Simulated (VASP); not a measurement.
The system is Bi.

```
Bi
1.0
     3.19461    0.00000    0.00000
     0.00000    3.17810    0.00000
    -0.07937    0.00000    6.35680
Bi
2
Direct
  0.54425 0.00000 0.74958
  0.45575 0.00000 0.25042
```

Base run:

* Program: VASP 6.6.1
* Functional: PBEsol
* Potentials or basis: VASP PAW PBE potentials, release 64 (Bi_d)
* Cutoff: 520 eV
* k mesh: 8 × 8 × 4
* Occupations: fermi-dirac, width 0.05 eV
* Spin: no spin polarisation

Its results: band gap on the k mesh zero (band 15 reaches 11.19 eV, above the bottom of band 16 at 4.62 eV); pressure 1.8 GPa; largest force 0.017 eV/Å.

Q: The run is repeated on the same cell with these changes: functional from PBEsol to r2SCAN; further incar settings from ALGO = Fast; EDIFF = 1e-06; NBANDS = 22 to ALGO = Normal; EDIFF = 1e-06; NBANDS = 22. What comes out?

A: Band gap on the k mesh zero (band 15 reaches 11.48 eV, above the bottom of band 16 at 4.50 eV); pressure 3.6 GPa; largest force 0.020 eV/Å.

Caveats: the PAW data sets were made with another functional, which shifts forces and pressure a little; spin-orbit coupling is left out, which moves the levels of the heavy elements.
